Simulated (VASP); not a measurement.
# Mg (P2_1/m) in VASP: notebook, part 2 of 2

VASP 6.6.1.

## (3) Single point, PBE (atom 1 (Mg) moved by (-0.450, +0.225) A along x and y)

Contents of INCAR:

```
SYSTEM = Mg
  ALGO = Fast
  EDIFF = 1E-7
  ENCUT = 520
  GGA = PE
  ISIF = 2
  ISMEAR = 0
  LASPH = .TRUE.
  LCHARG = .TRUE.
  LELF = .TRUE.
  LREAL = .FALSE.
  LVHAR = .TRUE.
  LWAVE = .FALSE.
  NBANDS = 9
  NELM = 100
  PREC = Accurate
  SIGMA = 0.15
```

Contents of KPOINTS:

```
k-points
0
G
  18 18 10
  0 0 0
```

Contents of POSCAR:

```
Mg
1.0
    3.2092715325      0.0000000000      0.0000000000
   -1.6046357662      2.7793106748      0.0000000000
    0.0000000000      0.0000000000      5.2103300000
Mg
2
Direct
    0.2335922593      0.7476219920      0.2500000000
    0.6666666667      0.3333333333      0.7500000000
```

Potentials or basis: VASP PAW PBE potentials, release 64 (Mg).

Run with:

```
$ cat potpaw_PBE.64/Mg/POTCAR > POTCAR
$ mpirun -np 1 vasp_std > vasp.out
```

OUTCAR:

```text
SYSTEM = Mg
   EDIFF = 1E-7
   ENCUT = 520
   GGA = PE
   ISIF = 2
   ISMEAR = 0
   LASPH = .TRUE.
   LREAL = .FALSE.
   NELM = 100
   PREC = Accurate

 ion  position               nearest neighbor table
   1  0.234  0.748  0.250-   2 3.07   2 3.07   2 3.10   2 3.10   2 3.51   2 3.51
   2  0.667  0.333  0.750-   1 3.07   1 3.07   1 3.10   1 3.10   1 3.51   1 3.51

  LATTYP: Found a hexagonal cell.
 ALAT       =     3.2092715325
 C/A-ratio  =     1.6235242008

  Lattice vectors:

 A1 = (   3.2092715325,   0.0000000000,   0.0000000000)
 A2 = (  -1.6046357662,   2.7793106748,   0.0000000000)
 A3 = (   0.0000000000,   0.0000000000,   5.2103300000)

Analysis of symmetry for initial positions (statically):
=====================================================================
 Subroutine PRICEL returns:
 Original cell was already a primitive cell.

 Routine SETGRP: Setting up the symmetry group for a
 hexagonal supercell.

 Subroutine GETGRP returns: Found  4 space group operations
 (whereof  1 operations were pure point group operations)
 out of a pool of 24 trial point group operations.

The static configuration has the point symmetry C_1 .
 The point group associated with its full space group is C_2h.

Analysis of symmetry for dynamics (positions and initial velocities):
=====================================================================
 Subroutine PRICEL returns:
 Original cell was already a primitive cell.

 Routine SETGRP: Setting up the symmetry group for a
 hexagonal supercell.

 Subroutine GETGRP returns: Found  4 space group operations
 (whereof  1 operations were pure point group operations)
 out of a pool of 24 trial point group operations.

The dynamic configuration has the point symmetry C_1 .
 The point group associated with its full space group is C_2h.

 Subroutine INISYM returns: Found  4 space group operations
 (whereof  1 operations are pure point group operations),
 and found     1 'primitive' translations

[... 118 lines left out ...]
   LORBIT       =      0    0 simple, 1 ext, 2 COOP (PROOUT), +10 PAW based schemes
   GGA     = PE    functional components
   LHFCALC =     F    Hartree Fock is set to
   AEXX    =    0.0000 exact exchange contribution
   IVDW    =     0    specifies the selected vdW correction
   LEPSILON=     F    determine dielectric tensor
   LRPA    =     F    only Hartree local field effects (RPA)
 non-spin polarized calculation
 RMM-DIIS sequential band-by-band and
 Gauss-broadening in eV      SIGMA  =   0.15
  energy-cutoff  :      520.00
  volume of cell :       46.47
 maximum number of plane-waves:      1276
   NGX = 11   NGY = 11   NGZ = 19

 number of electron       4.0000000 magnetization

 Free energy of the ion-electron system (eV)
  ---------------------------------------------------
  ext. energy  EPLUGINS =         0.00000000
  ---------------------------------------------------
  free energy    TOTEN  =        -2.96353354 eV

  energy without entropy =       -2.95354418  energy(sigma->0) =       -2.95853886

 E-fermi :   2.5637     XC(G=0):  -8.4521

 val. band max:        2.5592421170   @ k =  -0.2778  -0.4444   0.3000
 cond. band min:       2.5697231736   @ k =   0.5000   0.3333   0.2000
 fundamental gap:      0.0104810566
 Fermi energy:         2.5637417184

 k-point     1 :       0.0000    0.0000    0.0000
  band No.  band energies     occupation
      1      -4.3095      2.00000
      2       0.8997      2.00000
      3       1.3317      2.00000
      4      13.2168      0.00000
      5      13.4109      0.00000
      6      13.5926      0.00000
      7      13.7050      0.00000
      8      14.6884      0.00000
      9      15.1663      0.00000
[... 265 lines left out ...]
 k-point    24 :       0.0000    0.4444    0.0000
  band No.  band energies     occupation
      1      -0.5287      2.00000
      2       1.5049      2.00000
      3       4.4323      0.00000
      4       5.1823      0.00000
      5       6.4352      0.00000
      6       7.0574      0.00000
      7       9.5608      0.00000
      8      10.3637      0.00000
      9      14.0954      0.00000

 [... further k-points ...]

------------------------ aborting loop because EDIFF is reached ----------------------------------------

  FORCE on cell =-STRESS in cart. coord.  units (eV):
  Direction    XX          YY          ZZ          XY          YZ          ZX
  --------------------------------------------------------------------------------------
  -------------------------------------------------------------------------------------
  Total       -0.3342591     -0.0004454      0.1413314      0.3150819      0.0000000      0.0000000
  in kB      -11.5235162     -0.0153544      4.8723738     10.8623858      0.0000000      0.0000000
  external PRESSURE =      -2.2221656 kB  Pullay stress =       0.0000000 kB

 VOLUME and BASIS-vectors are now :
 -----------------------------------------------------------------------------
  energy-cutoff  :      520.00
  volume of cell :       46.47
      direct lattice vectors                 reciprocal lattice vectors
     3.209271532  0.000000000  0.000000000     0.311597193  0.179900723  0.000000000
    -1.604635766  2.779310675  0.000000000     0.000000000  0.359801446  0.000000000
     0.000000000  0.000000000  5.210330000     0.000000000  0.000000000  0.191926423

 POSITION                                       TOTAL-FORCE (eV/Angst)
 -----------------------------------------------------------------------------------
     -0.45000      2.07787      1.30258         0.139340     -0.036883     -0.000000
      1.60464      0.92644      3.90775        -0.139340      0.036883      0.000000
 -----------------------------------------------------------------------------------
    total drift:                                0.000000      0.000000     -0.000000

  FREE ENERGIE OF THE ION-ELECTRON SYSTEM (eV)
  ---------------------------------------------------
  free  energy   TOTEN  =        -2.9635335444 eV

  energy  without entropy=       -2.9535441781  energy(sigma->0) =       -2.95853886
```

It took 5.3 min on 1 thread of Intel Xeon 8259CL, shared host; peak memory 0.49 GiB.

What came out:

```yaml
Free_energy: -2.9635 eV
Pressure: -0.2 GPa
Largest_force: 0.144 eV/Å
Band_gap_on_the_k_mesh: zero (bands 2 and 3 overlap by 2.27 eV)
```

Forces on the atoms (eV/Å):
```
Mg   0.139 -0.037  0.000
Mg  -0.139  0.037  0.000
```

Stress tensor (GPa, compression positive):
```
-1.15  1.09  0.00
 1.09  0.00  0.00
 0.00  0.00  0.49
```

Levels at points of the mesh, in eV from the Fermi level:
```
           k point  band 1  band 2  band 3  band 4  band 5  band 6  band 7
(0.00, 0.00, 0.00)   -6.87   -1.66   -1.23   10.65   10.85   11.03   11.14
(0.50, 0.00, 0.00)   -2.12   -2.12    2.75    2.87    3.45    3.58    6.94
(0.00, 0.50, 0.00)   -2.12   -2.12    2.72    2.91    3.41    3.61    6.94
(0.50, 0.50, 0.00)   -2.11   -2.10    2.47    2.95    3.24    3.78    6.81
(0.00, 0.00, 0.50)   -5.49   -5.49    4.99    4.99   11.66   11.66   11.81
(0.50, 0.00, 0.50)   -1.12   -1.12   -0.39   -0.39    7.77    7.77    8.12
(0.00, 0.50, 0.50)   -1.12   -1.12   -0.40   -0.40    7.76    7.76    8.13
(0.50, 0.50, 0.50)   -0.95   -0.95   -0.61   -0.61    7.96    7.96    8.12
```

Caveat: the cell differs from its parent crystal (atom 1 (Mg) moved by (-0.450, +0.225) A along x and y).
